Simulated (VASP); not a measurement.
# Sb2S3 (Pnma) in VASP: electric field gradients with r2SCAN

Aim: the electric field gradients of Sb2S3 with r2SCAN.

All numbers are computed with VASP 6.6.1; they aren't measurements. Logs are shortened: lines on timing, memory, paths and dates and some standing lists are left out, and cuts for length are marked.

### 1 The cell of the first run

It takes space group Pnma (No. 62, orthorhombic). The conventional cell has a = 11.800 Å, b = 3.845 Å, c = 11.367 Å, α = 90.00°, β = 90.00°, γ = 90.00°. Within 3.2 Å of Sb (site symmetry m) lie 5 S at 2.46 to 2.84 Å. Within 3.3 Å of Sb (site symmetry m) lie 6 S at 2.52 to 3.25 Å. Within 3.4 Å of S (site symmetry m) lie 3 Sb at 2.54 to 3.25 Å. S (site symmetry m) has 5 Sb at 2.46 to 3.18 Å within 3.2 Å. Within 3.3 Å of S (site symmetry m) lie 3 Sb at 2.52 to 2.69 Å.

### 2 Electric field gradients, r2SCAN

POSCAR

```
Sb2S3
1.0
   11.8001184500      0.0000000000      0.0000000000
    0.0000000000      3.8447329100      0.0000000000
    0.0000000000      0.0000000000     11.3671411400
Sb S
8 12
Direct
    0.8573504000      0.7500000000      0.4655836200
    0.1426496000      0.2500000000      0.5344163800
    0.6426496000      0.2500000000      0.9655836200
    0.3573504000      0.7500000000      0.0344163800
    0.9669436000      0.2500000000      0.1730826700
    0.0330564000      0.7500000000      0.8269173300
    0.5330564000      0.7500000000      0.6730826700
    0.4669436000      0.2500000000      0.3269173300
    0.8759271600      0.7500000000      0.0614694900
    0.1240728400      0.2500000000      0.9385305100
    0.6240728400      0.2500000000      0.5614694900
    0.3759271600      0.7500000000      0.4385305100
    0.0485414500      0.7500000000      0.3792320400
    0.9514585500      0.2500000000      0.6207679600
    0.4514585500      0.2500000000      0.8792320400
    0.5485414500      0.7500000000      0.1207679600
    0.3002492700      0.2500000000      0.1885476100
    0.6997507300      0.7500000000      0.8114523900
    0.1997507300      0.7500000000      0.6885476100
    0.8002492700      0.2500000000      0.3114523900
```

INCAR.step1

```
PREC = Accurate ; ENCUT = 440
ISMEAR = -1 ; SIGMA = 0.02
LREAL = F ; LASPH = T
NELM = 120 ; NBANDS = 72
GGA = PE ; ALGO = Normal
EDIFF = 1E-5 ; LWAVE = T
LCHARG = F ; GGA_COMPAT = F
```

INCAR.step2

```
PREC = Accurate ; ENCUT = 440
EDIFF = 1E-7 ; ISMEAR = -1
SIGMA = 0.02 ; LREAL = F
LASPH = T ; NELM = 120
ALGO = Normal ; ISIF = 2
LWAVE = F ; LCHARG = F
METAGGA = R2SCAN ; LMIXTAU = T
LEFG = T ; NBANDS = 72
ISTART = 1 ; GGA_COMPAT = F
```

KPOINTS

```
regular mesh
0
Gamma
  3 7 3
```

Potentials or basis: VASP PAW PBE potentials, release 64 (Sb, S).

Command:

```bash
cat potpaw_PBE.64/Sb/POTCAR potpaw_PBE.64/S/POTCAR > POTCAR
cp INCAR.step1 INCAR
mpirun -np 1 vasp_std > vasp.out
cp INCAR.step2 INCAR
mpirun -np 1 vasp_std > vasp.out
```

OUTCAR:

```text
PREC = Accurate
   ENCUT = 440
   EDIFF = 1E-7
   ISMEAR = -1
   LREAL = F
   LASPH = T
   NELM = 120
   ISIF = 2
   METAGGA = R2SCAN
   ISTART = 1

 ion  position               nearest neighbor table
   1  0.857  0.750  0.466-  13 2.46  20 2.69  20 2.69  14 2.84  14 2.84
   2  0.143  0.250  0.534-  14 2.46  19 2.69  19 2.69  13 2.84  13 2.84
   3  0.643  0.250  0.966-  15 2.46  18 2.69  18 2.69  16 2.84  16 2.84
   4  0.357  0.750  0.034-  16 2.46  17 2.69  17 2.69  15 2.84  15 2.84
   5  0.967  0.250  0.173-  20 2.52   9 2.54   9 2.54  13 3.18  13 3.18  10 3.25
   6  0.033  0.750  0.827-  19 2.52  10 2.54  10 2.54  14 3.18  14 3.18   9 3.25
   7  0.533  0.750  0.673-  18 2.52  11 2.54  11 2.54  15 3.18  15 3.18  12 3.25
   8  0.467  0.250  0.327-  17 2.52  12 2.54  12 2.54  16 3.18  16 3.18  11 3.25
   9  0.876  0.750  0.061-   5 2.54   5 2.54   6 3.25
  10  0.124  0.250  0.939-   6 2.54   6 2.54   5 3.25
  11  0.624  0.250  0.561-   7 2.54   7 2.54   8 3.25
  12  0.376  0.750  0.439-   8 2.54   8 2.54   7 3.25
  13  0.049  0.750  0.379-   1 2.46   2 2.84   2 2.84   5 3.18   5 3.18
  14  0.951  0.250  0.621-   2 2.46   1 2.84   1 2.84   6 3.18   6 3.18
  15  0.451  0.250  0.879-   3 2.46   4 2.84   4 2.84   7 3.18   7 3.18
  16  0.549  0.750  0.121-   4 2.46   3 2.84   3 2.84   8 3.18   8 3.18
  17  0.300  0.250  0.189-   8 2.52   4 2.69   4 2.69
  18  0.700  0.750  0.811-   7 2.52   3 2.69   3 2.69
  19  0.200  0.750  0.689-   6 2.52   2 2.69   2 2.69
  20  0.800  0.250  0.311-   5 2.52   1 2.69   1 2.69

  LATTYP: Found a simple orthorhombic cell.
 ALAT       =     3.8447329100
 B/A-ratio  =     2.9565489739
 C/A-ratio  =     3.0691646796

  Lattice vectors:

 A1 = (   0.0000000000,   3.8447329100,   0.0000000000)
 A2 = (   0.0000000000,   0.0000000000,  11.3671411400)
 A3 = (  11.8001184500,   0.0000000000,   0.0000000000)

Analysis of symmetry for initial positions (statically):
=====================================================================
 Subroutine PRICEL returns:
 Original cell was already a primitive cell.

 Routine SETGRP: Setting up the symmetry group for a
 simple orthorhombic supercell.

 Subroutine GETGRP returns: Found  8 space group operations
 (whereof  2 operations were pure point group operations)
 out of a pool of  8 trial point group operations.

The static configuration has the point symmetry S_2 .
 The point group associated with its full space group is D_2h.

Analysis of symmetry for dynamics (positions and initial velocities):
=====================================================================
 Subroutine PRICEL returns:
 Original cell was already a primitive cell.

 Routine SETGRP: Setting up the symmetry group for a
 simple orthorhombic supercell.

 Subroutine GETGRP returns: Found  8 space group operations
 (whereof  2 operations were pure point group operations)
 out of a pool of  8 trial point group operations.

The dynamic configuration has the point symmetry S_2 .
 The point group associated with its full space group is D_2h.

 Subroutine INISYM returns: Found  8 space group operations
 (whereof  2 operations are pure point group operations),
 and found     1 'primitive' translations

----------------------------------------------------------------------------------------

                                     Primitive cell

  volume of cell :     515.7079

  direct lattice vectors                    reciprocal lattice vectors
    11.800118450  0.000000000  0.000000000     0.084744912  0.000000000  0.000000000
     0.000000000  3.844732910  0.000000000     0.000000000  0.260096091  0.000000000
     0.000000000  0.000000000 11.367141140     0.000000000  0.000000000  0.087972867

  length of vectors
    11.800118450  3.844732910 11.367141140     0.084744912  0.260096091  0.087972867

  position of ions in fractional coordinates (direct lattice)
     0.857350400  0.750000000  0.465583620
     0.142649600  0.250000000  0.534416380
     0.642649600  0.250000000  0.965583620
[... 109 lines left out ...]
   ISIF   =      2    stress and relaxation
   ISYM   =      2    0-nonsym 1-usesym 2-fastsym
   POTIM  = 0.5000    time-step for ionic-motion
   TEBEG  =    0.0;   TEEND  =   0.0 temperature during run
   PSTRESS=    0.0 pullay stress
   NELECT =     112.0000    total number of electrons
   NUPDOWN=      -1.0000    fix difference up-down
   EMIN   =  10.00;   EMAX   =-10.00  energy-range for DOS
   EFERMI =   0.00;   METHOD = LEGACY
   ISMEAR =    -1;   SIGMA  =   0.02  broadening in eV -4-tet -1-fermi 0-gaus
   EFERMI_NEDOS =   21; number of points for ismear=-14 and -15
   IALGO  =     38    algorithm
   IMIX   =      4    mixing-type and parameters
     AMIX     =   0.40;   BMIX     =  1.00
     AMIX_MAG =   1.60;   BMIX_MAG =  1.00
  volume/ion in A,a.u.               =      25.79       174.01
  Fermi-wavevector in a.u.,A,eV,Ry     =   0.984040  1.859567 13.175003  0.968335
  Thomas-Fermi vector in A             =   2.115243
   LORBIT       =      0    0 simple, 1 ext, 2 COOP (PROOUT), +10 PAW based schemes
   METAGGA = R2SCAN    functional components
   LHFCALC =     F    Hartree Fock is set to
   AEXX    =    0.0000 exact exchange contribution
   IVDW    =     0    specifies the selected vdW correction
   LEPSILON=     F    determine dielectric tensor
   LRPA    =     F    only Hartree local field effects (RPA)
 non-spin polarized calculation
  energy-cutoff  :      440.00
  volume of cell :      515.71
 maximum number of plane-waves:     10854
 NGX is ok and might be reduce to    84
   NGX = 41   NGY = 13   NGZ = 39

 number of electron     111.9999993 magnetization

 Free energy of the ion-electron system (eV)
  ---------------------------------------------------
  ext. energy  EPLUGINS =         0.00000000
  ---------------------------------------------------
  free energy    TOTEN  =      -307.77603498 eV

  energy without entropy =     -307.77603498  energy(sigma->0) =     -307.77603498

 E-fermi :   4.8968     XC(G=0):  -9.5713

 val. band max:        4.4382099721   @ k =   0.0000   0.0000   0.0000
 cond. band min:       5.9820933959   @ k =   0.0000   0.0000   0.3333
 fundamental gap:      1.5438834238
 Fermi energy:         4.8967931074

 k-point     1 :       0.0000    0.0000    0.0000
  band No.  band energies     occupation
      1     -10.3568      2.00000
      2     -10.1806      2.00000
      3      -9.6752      2.00000
      4      -9.5738      2.00000
      5      -9.4208      2.00000
      6      -9.2819      2.00000
[... 1125 lines left out ...]
     67       8.0912      0.00000
     68       8.2018      0.00000
 [bands above 68 left out]

------------------------ aborting loop because EDIFF is reached ----------------------------------------

  FORCE on cell =-STRESS in cart. coord.  units (eV):
  Direction    XX          YY          ZZ          XY          YZ          ZX
  --------------------------------------------------------------------------------------
  -------------------------------------------------------------------------------------
  Total       -0.0265428     -0.1117300     -0.0533543      0.0000000     -0.0000000      0.0000000
  in kB       -0.0824618     -0.3471176     -0.1657587      0.0000000     -0.0000000      0.0000000
  external PRESSURE =      -0.1984460 kB  Pullay stress =       0.0000000 kB

 VOLUME and BASIS-vectors are now :
 -----------------------------------------------------------------------------
  energy-cutoff  :      440.00
  volume of cell :      515.71
      direct lattice vectors                 reciprocal lattice vectors
    11.800118450  0.000000000  0.000000000     0.084744912  0.000000000  0.000000000
     0.000000000  3.844732910  0.000000000     0.000000000  0.260096091  0.000000000
     0.000000000  0.000000000 11.367141140     0.000000000  0.000000000  0.087972867

 POSITION                                       TOTAL-FORCE (eV/Angst)
 -----------------------------------------------------------------------------------
     10.11684      2.88355      5.29235        -0.006090      0.000000      0.004462
      1.68328      0.96118      6.07479         0.006090     -0.000000     -0.004462
      7.58334      0.96118     10.97593         0.006090      0.000000      0.004462
      4.21678      2.88355      0.39122        -0.006090     -0.000000     -0.004462
     11.41005      0.96118      1.96746        -0.012404      0.000000      0.018219
      0.39007      2.88355      9.39969         0.012404     -0.000000     -0.018219
[... 12 lines left out ...]
      2.35708      2.88355      7.82682        -0.005927      0.000000      0.009901
      9.44304      0.96118      3.54032         0.005927      0.000000     -0.009901
 -----------------------------------------------------------------------------------
    total drift:                                0.000000     -0.000000     -0.000000

  FREE ENERGIE OF THE ION-ELECTRON SYSTEM (eV)
  ---------------------------------------------------
  free  energy   TOTEN  =      -307.7760349835 eV

  energy  without entropy=     -307.7760349835  energy(sigma->0) =     -307.77603498

 Electric field gradients (V/A^2)
---------------------------------------------------------------------
 ion       V_xx      V_yy      V_zz      V_xy      V_xz      V_yz
---------------------------------------------------------------------
   1    -110.292   100.581     9.711     0.000   154.721     0.000
   2    -110.292   100.581     9.711    -0.000   154.721    -0.000
   3    -110.292   100.581     9.711    -0.000  -154.721     0.000
   4    -110.292   100.581     9.711    -0.000  -154.721    -0.000
   5    -181.674    59.919   121.756    -0.000   -32.991    -0.000
   6    -181.674    59.919   121.756    -0.000   -32.991    -0.000
[... 12 lines left out ...]
  19     -23.972    -7.941    31.913     0.000   -45.912     0.000
  20     -23.972    -7.941    31.913     0.000   -45.912     0.000
---------------------------------------------------------------------

 Electric field gradients after diagonalization (V/A^2)
 (convention: |V_zz| > |V_xx| > |V_yy|)
----------------------------------------------------------------------
 ion       V_xx      V_yy      V_zz     asymmetry (V_yy - V_xx)/ V_zz
----------------------------------------------------------------------
   1     115.657   100.581  -216.239       0.070
   2     115.657   100.581  -216.239       0.070
   3     115.657   100.581  -216.239       0.070
   4     115.657   100.581  -216.239       0.070
   5     125.301    59.919  -185.220       0.353
   6     125.301    59.919  -185.220       0.353
[... 12 lines left out ...]
  19     -49.776    -7.941    57.717       0.725
  20     -49.776    -7.941    57.717       0.725
----------------------------------------------------------------------

           NMR quadrupolar parameters

 Cq : quadrupolar parameter    Cq=e*Q*V_zz/h
 eta: asymmetry parameters     (V_yy - V_xx)/ V_zz
 Q  : nuclear electric quadrupole moment in mb (millibarn)
----------------------------------------------------------------------
 ion       Cq(MHz)       eta       Q (mb)
----------------------------------------------------------------------
   1      -0.523       0.070       1.000
   2      -0.523       0.070       1.000
   3      -0.523       0.070       1.000
   4      -0.523       0.070       1.000
   5      -0.448       0.353       1.000
   6      -0.448       0.353       1.000
[... 12 lines left out ...]
  19       0.140       0.725       1.000
  20       0.140       0.725       1.000
----------------------------------------------------------------------
```

It took 19 min on 1 thread of AMD EPYC 9R45 (Zen 5), shared host; peak memory 0.64 GiB.

Results:

| Property | Result |
| --- | --- |
| Free energy | -307.7760 eV |
| Pressure | 0.0 GPa |
| Largest force | 0.022 eV/Å |
| Band gap on the k mesh | 1.54 eV, indirect (least direct gap 1.63 eV) |

Forces in eV/Å, atoms in the order of the input:
```
Sb  -0.006  0.000  0.004
Sb   0.006  0.000 -0.004
Sb   0.006  0.000  0.004
Sb  -0.006  0.000 -0.004
Sb  -0.012  0.000  0.018
Sb   0.012  0.000 -0.018
Sb   0.012  0.000  0.018
Sb  -0.012  0.000 -0.018
S   -0.004  0.000  0.000
S    0.004  0.000  0.000
S    0.004  0.000  0.000
S   -0.004  0.000  0.000
S   -0.010  0.000  0.002
S    0.010  0.000 -0.002
S    0.010  0.000  0.002
S   -0.010  0.000 -0.002
S    0.006  0.000  0.010
S   -0.006  0.000 -0.010
S   -0.006  0.000  0.010
S    0.006  0.000 -0.010
```

Electric field gradients, principal values (V/Å²):
```csv
atom,least,middle,greatest (by size)
1 Sb,100.581,115.657,-216.239
2 Sb,100.581,115.657,-216.239
3 Sb,100.581,115.657,-216.239
4 Sb,100.581,115.657,-216.239
5 Sb,59.919,125.301,-185.220
6 Sb,59.919,125.301,-185.220
7 Sb,59.919,125.301,-185.220
8 Sb,59.919,125.301,-185.220
9 S,37.880,100.573,-138.453
10 S,37.880,100.573,-138.453
11 S,37.880,100.573,-138.453
12 S,37.880,100.573,-138.453
13 S,-15.098,-60.438,75.536
14 S,-15.098,-60.438,75.536
15 S,-15.098,-60.438,75.536
16 S,-15.098,-60.438,75.536
17 S,-7.941,-49.776,57.717
18 S,-7.941,-49.776,57.717
19 S,-7.941,-49.776,57.717
20 S,-7.941,-49.776,57.717
```

Caveat: without QUAD_EFG the Cq values of the log hold for a quadrupole moment of 1 mb, not for the nuclei; the PAW data sets were made with another functional, which shifts forces and pressure a little; spin-orbit coupling is left out, which moves the levels of the heavy elements. r2SCAN opens gaps a little over a GGA but as a rule still falls short of measured ones.
